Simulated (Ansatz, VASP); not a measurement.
## One calculation of Ge, two programs

```
CELL_PARAMETERS angstrom
0.00000 2.90734 2.90734
2.90734 0.00000 2.90734
2.90734 2.90734 0.00000
ATOMIC_POSITIONS crystal
Ge 0.00000 0.00000 0.00000
Ge 0.25000 0.25000 0.25000
```

Alike in both runs: functional RPBE; k mesh 12 × 12 × 12; occupations gaussian, width 0.01 eV; no spin polarisation.

Ansatz relaxed the structure, and its values are those at the end. VASP's run is a single point on that final structure, the one shown.

|  | VASP | Ansatz |
| --- | --- | --- |
| version | VASP 6.6.1 | Ansatz 0.2.0 |
| potentials or method | VASP PAW PBE potentials, release 64 (Ge_d), cutoff 500 eV | scalar-relativistic, plane waves, PAW |
| valence electrons in the cell | 28 | 28 |

|  | VASP | Ansatz | Ansatz less VASP |
| --- | --- | --- | --- |
| gap on the k mesh at the Fermi level (eV) | none | none | - |
| pressure (GPa) | -0.1 | 0.0 | +0.13 |

VASP's potentials were made for PBE, not for RPBE. A gap of «none» marks a metal or a gap that the smearing closes.
